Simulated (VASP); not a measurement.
# Mg (P-1) in VASP: settings compared

Mg is run at these levels: PBEsol, PBE; tasks: single point.

Program: VASP 6.6.1. These are calculated values, not measurements. Logs are shortened: lines on timing, memory, paths and dates and some standing lists are left out, and cuts for length are marked.

**1. The cell of the first run**

The typed cell holds 2 atoms: a = 3.209 Å, b = 3.209 Å, c = 5.210 Å, α = 90.00°, β = 90.00°, γ = 120.00°.

**2. Single point, PBEsol**

INCAR

```
PREC = Accurate ; ENCUT = 520
EDIFF = 1E-6 ; ISMEAR = 0
SIGMA = 0.005 ; LREAL = False
LASPH = True ; NELM = 60
ALGO = Normal ; ISIF = 2
LWAVE = False ; LCHARG = False
GGA = PS ; NBANDS = 9
```

KPOINTS

```
regular mesh
0
Gamma
  7 7 4
```

POSCAR

```
Mg
1.0
    3.2093000000      0.0000000000      0.0000000000
   -1.6046500000      2.7793353284      0.0000000000
    0.0000000000      0.0000000000      5.2103000000
Mg
2
Direct
    0.6716710000      0.3385810000      0.7543150000
    0.3365900000      0.6809960000      0.2431600000
```

Potentials or basis: VASP PAW PBE potentials, release 64 (Mg).

Command:

```console
cat potpaw_PBE.64/Mg/POTCAR > POTCAR
mpirun -np 1 vasp_std > vasp.out
```

OUTCAR:

```text
PREC = Accurate
   ENCUT = 520
   EDIFF = 1E-6
   ISMEAR = 0
   LREAL = False
   LASPH = True
   NELM = 60
   ISIF = 2
   GGA = PS

 ion  position               nearest neighbor table
   1  0.672  0.339  0.754-   2 3.13   2 3.15   2 3.17   2 3.23   2 3.24   2 3.26
   2  0.337  0.681  0.243-   1 3.13   1 3.15   1 3.17   1 3.23   1 3.24   1 3.26

  LATTYP: Found a hexagonal cell.
 ALAT       =     3.2093000000
 C/A-ratio  =     1.6235004518

  Lattice vectors:

 A1 = (   3.2093000000,   0.0000000000,   0.0000000000)
 A2 = (  -1.6046500000,   2.7793353284,   0.0000000000)
 A3 = (   0.0000000000,   0.0000000000,   5.2103000000)

Analysis of symmetry for initial positions (statically):
=====================================================================
 Subroutine PRICEL returns:
 Original cell was already a primitive cell.

 Routine SETGRP: Setting up the symmetry group for a
 hexagonal supercell.

 Subroutine GETGRP returns: Found  2 space group operations
 (whereof  1 operations were pure point group operations)
 out of a pool of 24 trial point group operations.

The static configuration has the point symmetry C_1 .
 The point group associated with its full space group is S_2 .

Analysis of symmetry for dynamics (positions and initial velocities):
=====================================================================
 Subroutine PRICEL returns:
 Original cell was already a primitive cell.

 Routine SETGRP: Setting up the symmetry group for a
 hexagonal supercell.

 Subroutine GETGRP returns: Found  2 space group operations
 (whereof  1 operations were pure point group operations)
 out of a pool of 24 trial point group operations.

The dynamic configuration has the point symmetry C_1 .
 The point group associated with its full space group is S_2 .

 Subroutine INISYM returns: Found  2 space group operations
 (whereof  1 operations are pure point group operations),
 and found     1 'primitive' translations

----------------------------------------------------------------------------------------

                                     Primitive cell

  volume of cell :      46.4744

  direct lattice vectors                    reciprocal lattice vectors
     3.209300000  0.000000000  0.000000000     0.311594429  0.179899127  0.000000000
    -1.604650000  2.779335328  0.000000000     0.000000000  0.359798255  0.000000000
     0.000000000  0.000000000  5.210300000     0.000000000  0.000000000  0.191927528
[... 88 lines left out ...]
   IBRION =     -1    ionic relax: 0-MD 1-quasi-New 2-CG
   NFREE  =      0    steps in history (QN), initial steepest desc. (CG)
   ISIF   =      2    stress and relaxation
   ISYM   =      2    0-nonsym 1-usesym 2-fastsym
   POTIM  = 0.5000    time-step for ionic-motion
   TEBEG  =    0.0;   TEEND  =   0.0 temperature during run
   PSTRESS=    0.0 pullay stress
   NELECT =       4.0000    total number of electrons
   NUPDOWN=      -1.0000    fix difference up-down
   EMIN   =  10.00;   EMAX   =-10.00  energy-range for DOS
   EFERMI =   0.00;   METHOD = LEGACY
   ISMEAR =     0;   SIGMA  =   0.01  broadening in eV -4-tet -1-fermi 0-gaus
   EFERMI_NEDOS =   21; number of points for ismear=-14 and -15
   IALGO  =     38    algorithm
   IMIX   =      4    mixing-type and parameters
     AMIX     =   0.40;   BMIX     =  1.00
     AMIX_MAG =   1.60;   BMIX_MAG =  1.00
  volume/ion in A,a.u.               =      23.24       156.81
  Fermi-wavevector in a.u.,A,eV,Ry     =   0.722809  1.365911  7.108401  0.522453
  Thomas-Fermi vector in A             =   1.812866
   LORBIT       =      0    0 simple, 1 ext, 2 COOP (PROOUT), +10 PAW based schemes
   GGA     = PS    functional components
   LHFCALC =     F    Hartree Fock is set to
   AEXX    =    0.0000 exact exchange contribution
   IVDW    =     0    specifies the selected vdW correction
   LEPSILON=     F    determine dielectric tensor
   LRPA    =     F    only Hartree local field effects (RPA)
 non-spin polarized calculation
 Gauss-broadening in eV      SIGMA  =   0.01
  energy-cutoff  :      520.00
  volume of cell :       46.47
 maximum number of plane-waves:      1268
   NGX = 11   NGY = 11   NGZ = 19

 number of electron       4.0000000 magnetization

 Free energy of the ion-electron system (eV)
  ---------------------------------------------------
  ext. energy  EPLUGINS =         0.00000000
  ---------------------------------------------------
  free energy    TOTEN  =        -3.45600609 eV

  energy without entropy =       -3.45593432  energy(sigma->0) =       -3.45597021

 E-fermi :   2.5043     XC(G=0):  -8.4950

 val. band max:        2.4998411618   @ k =   0.4286  -0.4286   0.2500
 cond. band min:       2.5052189782   @ k =   0.4286   0.0000   0.2500
 fundamental gap:      0.0053778165
 Fermi energy:         2.5042886928

 k-point     1 :       0.0000    0.0000    0.0000
  band No.  band energies     occupation
      1      -4.3509      2.00000
      2       0.8686      2.00000
      3       1.2874      2.00000
      4      13.3774      0.00000
      5      13.3830      0.00000
      6      13.4636      0.00000
      7      13.4729      0.00000
      8      14.2837      0.00000
      9      15.8142      0.00000
[... 265 lines left out ...]
 k-point    24 :      -0.2857   -0.4286    0.0000
  band No.  band energies     occupation
      1       0.3132      2.00000
      2       2.8615      0.00000
      3       2.9143      0.00000
      4       5.2418      0.00000
      5       6.0891      0.00000
      6       7.5954      0.00000
      7       8.1684      0.00000
      8       8.5774      0.00000
      9       9.3578      0.00000

 [... further k-points ...]

------------------------ aborting loop because EDIFF is reached ----------------------------------------

  FORCE on cell =-STRESS in cart. coord.  units (eV):
  Direction    XX          YY          ZZ          XY          YZ          ZX
  --------------------------------------------------------------------------------------
  -------------------------------------------------------------------------------------
  Total       -0.4764662     -0.6910486      0.3482776     -0.1114623     -0.0169791     -0.0113557
  in kB      -16.4258800    -23.8234803     12.0066567     -3.8425937     -0.5853439     -0.3914804
  external PRESSURE =      -9.4142345 kB  Pullay stress =       0.0000000 kB

 VOLUME and BASIS-vectors are now :
 -----------------------------------------------------------------------------
  energy-cutoff  :      520.00
  volume of cell :       46.47
      direct lattice vectors                 reciprocal lattice vectors
     3.209300000  0.000000000  0.000000000     0.311594429  0.179899127  0.000000000
    -1.604650000  2.779335328  0.000000000     0.000000000  0.359798255  0.000000000
     0.000000000  0.000000000  5.210300000     0.000000000  0.000000000  0.191927528

 POSITION                                       TOTAL-FORCE (eV/Angst)
 -----------------------------------------------------------------------------------
      1.61229      0.94103      3.93021        -0.006678      0.011135     -0.189465
     -0.01254      1.89272      1.26694         0.006678     -0.011135      0.189465
 -----------------------------------------------------------------------------------
    total drift:                               -0.000001     -0.000000      0.000001

  FREE ENERGIE OF THE ION-ELECTRON SYSTEM (eV)
  ---------------------------------------------------
  free  energy   TOTEN  =        -3.4560060894 eV

  energy  without entropy=       -3.4559343214  energy(sigma->0) =       -3.45597021
```

stdout:

```text
POSCAR found type information on POSCAR Mg
 POSCAR found :  1 types and       2 ions
 scaLAPACK will be used
 -----------------------------------------------------------------------------
|                                                                             |
|                                                                             |
|     You enforced a specific xc type in the INCAR file but a different       |
|     I HOPE YOU KNOW WHAT YOU ARE DOING!                                     |
|                                                                             |
 -----------------------------------------------------------------------------

 LDA part: xc-table for (Slater+PW92), standard interpolation
 POSCAR, INCAR and KPOINTS ok, starting setup
 FFT: planning ... GRIDC
 FFT: planning ... GRID_SOFT
 FFT: planning ... GRID
 WAVECAR not read
 entering main loop
```

It took 15 s on 1 thread of Intel Xeon Platinum 8259CL at 2.50GHz (Skylake/Cascade Lake), shared host; peak memory 0.18 GiB.

Results:

| Property | Result |
| --- | --- |
| Free energy | -3.4560 eV |
| Pressure | -0.9 GPa |
| Largest force | 0.190 eV/Å |
| Band gap on the k mesh | zero (bands 2 and 3 overlap by 2.02 eV) |

Forces in eV/Å, atoms in the order of the input:
```
Mg  -0.007  0.011 -0.189
Mg   0.007 -0.011  0.189
```

Caveat: the PAW data sets were made with another functional, which shifts forces and pressure a little.

**3. Single point, PBE**

INCAR

```
SYSTEM = Mg
ALGO = Normal
EDIFF = 1E-6
ENCUT = 520
GGA = PE
ISIF = 2
ISMEAR = -1
LASPH = .TRUE.
LCHARG = .FALSE.
LREAL = .FALSE.
LWAVE = .FALSE.
NBANDS = 9
NELM = 80
PREC = Accurate
SIGMA = 0.05
```

KPOINTS

```
k-points
0
G
  7 7 4
  0 0 0
```

POSCAR is that of step 2.

Potentials or basis: VASP PAW PBE potentials, release 64 (Mg).

Command:

```console
cat potpaw_PBE.64/Mg/POTCAR > POTCAR
mpirun -np 1 vasp_std > vasp.out
```

It took 17 s on 1 thread of Intel Xeon Platinum 8259CL at 2.50GHz (Skylake/Cascade Lake), shared host; peak memory 0.18 GiB.

It converged, with:

```
Free energy            : -3.0305 eV
Pressure               : -0.3 GPa
Largest force          : 0.190 eV/Å
Band gap on the k mesh : zero (bands 2 and 3 overlap by 2.03 eV)
```

Forces in eV/Å, atoms in the order of the input:
```
Mg  -0.012  0.016 -0.189
Mg   0.012 -0.016  0.189
```

Stress tensor (GPa, compression positive):
```
-1.31  0.03  0.01
 0.03 -1.24 -0.02
 0.01 -0.02  1.57
```

Levels at points of the mesh, in eV from the Fermi level:
```
           k point  band 1  band 2  band 3  band 4  band 5  band 6
(0.00, 0.00, 0.00)   -6.87   -1.64   -1.23   10.88   10.88   10.96
(0.00, 0.00, 0.50)   -5.58   -5.39    4.98    5.04   11.60   11.61
```

**4. Single point, PBE**

INCAR

```
ALGO = Normal ; EDIFF = 1E-6
ENCUT = 520 ; GGA = PE
ISIF = 2 ; ISMEAR = -1
LASPH = True ; LCHARG = True
LELF = True ; LREAL = False
LVHAR = True ; LWAVE = False
NBANDS = 9 ; NELM = 80
PREC = Accurate ; SIGMA = 0.025
```

KPOINTS

```
k-points
0
Gamma
  7 7 4
```

POSCAR is that of step 3.

Potentials or basis: VASP PAW PBE potentials, release 64 (Mg).

Command:

```console
cat potpaw_PBE.64/Mg/POTCAR > POTCAR
mpirun -np 1 vasp_std > vasp.out
```

OUTCAR:

```text
EDIFF = 1E-6
   ENCUT = 520
   GGA = PE
   ISIF = 2
   ISMEAR = -1
   LASPH = True
   LREAL = False
   NELM = 80
   PREC = Accurate

 ion  position               nearest neighbor table
   1  0.672  0.339  0.754-   2 3.13   2 3.15   2 3.17   2 3.23   2 3.24   2 3.26
   2  0.337  0.681  0.243-   1 3.13   1 3.15   1 3.17   1 3.23   1 3.24   1 3.26

  LATTYP: Found a hexagonal cell.
 ALAT       =     3.2093000000
 C/A-ratio  =     1.6235004518

  Lattice vectors:

[... 473 lines left out ...]

 [... further k-points ...]

------------------------ aborting loop because EDIFF is reached ----------------------------------------

  FORCE on cell =-STRESS in cart. coord.  units (eV):
  Direction    XX          YY          ZZ          XY          YZ          ZX
  --------------------------------------------------------------------------------------
  -------------------------------------------------------------------------------------
  Total       -0.3974081     -0.3956030      0.5049667      0.0003756     -0.0055544      0.0040978
  in kB      -13.7004023    -13.6381727     17.4084190      0.0129469     -0.1914836      0.1412686
  external PRESSURE =      -3.3100520 kB  Pullay stress =       0.0000000 kB

 VOLUME and BASIS-vectors are now :
 -----------------------------------------------------------------------------
  energy-cutoff  :      520.00
  volume of cell :       46.47
      direct lattice vectors                 reciprocal lattice vectors
     3.209300000  0.000000000  0.000000000     0.311594429  0.179899127  0.000000000
    -1.604650000  2.779335328  0.000000000     0.000000000  0.359798255  0.000000000
     0.000000000  0.000000000  5.210300000     0.000000000  0.000000000  0.191927528

 POSITION                                       TOTAL-FORCE (eV/Angst)
 -----------------------------------------------------------------------------------
      1.61229      0.94103      3.93021        -0.011903      0.015988     -0.192047
     -0.01254      1.89272      1.26694         0.011903     -0.015988      0.192047
 -----------------------------------------------------------------------------------
    total drift:                               -0.000000     -0.000000      0.000001

  FREE ENERGIE OF THE ION-ELECTRON SYSTEM (eV)
  ---------------------------------------------------
  free  energy   TOTEN  =        -3.0273896210 eV

  energy  without entropy=       -3.0249130469  energy(sigma->0) =       -3.02615133
```

OSZICAR:

```text
N       E                     dE             d eps       ncg     rms          rms(c)
DAV:   1    -0.186861178372E+00   -0.18686E+00   -0.13446E+03  1782   0.321E+02
DAV:   2    -0.300640979656E+01   -0.28195E+01   -0.26863E+01  2353   0.278E+01
DAV:   3    -0.304122268680E+01   -0.34813E-01   -0.34687E-01  2218   0.267E+00
DAV:   4    -0.304133931155E+01   -0.11662E-03   -0.11662E-03  2286   0.147E-01
DAV:   5    -0.304133988105E+01   -0.56950E-06   -0.56952E-06  2185   0.964E-03    0.933E-01
DAV:   6    -0.303484750128E+01    0.64924E-02   -0.11490E-03  2073   0.201E-01    0.597E-01
DAV:   7    -0.302740350775E+01    0.74440E-02   -0.32747E-03  1904   0.350E-01    0.325E-02
DAV:   8    -0.302738914662E+01    0.14361E-04   -0.16892E-04  2144   0.455E-02    0.996E-03
DAV:   9    -0.302738807578E+01    0.10708E-05   -0.32297E-06  2151   0.994E-03    0.422E-03
DAV:  10    -0.302738966235E+01   -0.15866E-05   -0.31379E-07  1194   0.207E-03    0.239E-04
DAV:  11    -0.302738962100E+01    0.41345E-07   -0.12346E-08  1080   0.645E-04
   1 F= -.30273896E+01 E0= -.30261513E+01  d E =-.247657E-02
```

stdout:

```text
POSCAR found type information on POSCAR Mg
 POSCAR found :  1 types and       2 ions
 scaLAPACK will be used
 LDA part: xc-table for (Slater+PW92), standard interpolation
 POSCAR, INCAR and KPOINTS ok, starting setup
 FFT: planning ... GRIDC
 FFT: planning ... GRID_SOFT
 FFT: planning ... GRID
 WAVECAR not read
 entering main loop
```

It took 19 s on 1 thread of Intel Xeon Platinum 8259CL at 2.50GHz (Skylake/Cascade Lake), shared host; peak memory 0.18 GiB.

Results:

| Item | Value |
| --- | --- |
| Free energy | -3.0274 eV |
| Pressure | -0.3 GPa |
| Largest force | 0.193 eV/Å |
| Band gap on the k mesh | zero (bands 2 and 3 overlap by 2.03 eV) |

Forces on the atoms (eV/Å):
```
Mg  -0.012  0.016 -0.192
Mg   0.012 -0.016  0.192
```

Stress tensor (GPa, compression positive):
```
-1.37  0.00  0.01
 0.00 -1.36 -0.02
 0.01 -0.02  1.74
```

**5. Single point, PBE**

INCAR

```
SYSTEM = Mg
PREC     = Accurate       ! precision mode
ENCUT    = 520            ! plane-wave cutoff, eV
EDIFF    = 1E-6           ! SCF threshold, eV
ISMEAR   = -1             ! smearing method
SIGMA    = 0.01           ! smearing width, eV
LREAL    = .False.        ! projectors in reciprocal space
LASPH    = .True.         ! aspherical terms in the spheres
NELM     = 100            ! most SCF steps
ALGO     = Fast           ! electronic algorithm
ISIF     = 2              ! what is computed and relaxed
LWAVE    = .False.        ! write WAVECAR
LCHARG   = .True.         ! write CHGCAR
GGA      = PE             ! functional
LELF     = .True.         ! ELF
LVHAR    = .True.       
NBANDS   = 9              ! bands
```

KPOINTS

```
regular mesh
0
Gamma
  7 7 4
  0 0 0
```

POSCAR is that of step 4.

Command:

```console
cat potpaw_PBE.64/Mg/POTCAR > POTCAR
mpirun -np 1 vasp_std > vasp.out
```

It took 18 s on 1 thread of Intel Xeon Platinum 8259CL at 2.50GHz (Skylake/Cascade Lake), shared host; peak memory 0.17 GiB.

The run converged. Its results:

* Free energy: -3.0261 eV
* Pressure: -0.3 GPa
* Largest force: 0.193 eV/Å
* Band gap on the k mesh: zero (bands 2 and 3 overlap by 2.03 eV)

Forces in eV/Å, atoms in the order of the input:
```
Mg  -0.011  0.015 -0.192
Mg   0.011 -0.015  0.192
```

Stress tensor (GPa, compression positive):
```
-1.31 -0.08  0.01
-0.08 -1.49 -0.02
 0.01 -0.02  1.80
```

Levels at points of the mesh, in eV from the Fermi level:
| k point | band 1 | band 2 | band 3 | band 4 | band 5 | band 6 |
| --- | --- | --- | --- | --- | --- | --- |
| (0.00, 0.00, 0.00) | -6.85 | -1.63 | -1.22 | 10.89 | 10.89 | 10.97 |
| (0.00, 0.00, 0.50) | -5.57 | -5.37 | 5.00 | 5.05 | 11.61 | 11.62 |

**6. Overview**

```csv
level,smearing,gap on the mesh (eV),pressure (GPa),largest force (eV/Å)
PBEsol,gaussian 0.005 eV,none,-0.9,0.19
PBE,fermi-dirac 0.05 eV,none,-0.3,0.19
PBE,fermi-dirac 0.025 eV,none,-0.3,0.19
PBE,fermi-dirac 0.01 eV,none,-0.3,0.19
```

Alike in all rows: task single point; potentials or basis VASP PAW PBE potentials, release 64 (Mg); no spin polarisation; cell as given; k mesh 7 × 7 × 4; cutoff (eV) 520.

The pressure there spans -0.9 GPa (PBEsol) to -0.3 GPa (PBE); a positive pressure means that this level wants a larger cell, a negative one a smaller.

Caveats: the PAW data sets were made with another functional, which shifts forces and pressure a little (at least some runs).

Total energies depend on the potentials used, so only differences within one code and one set of settings carry meaning.
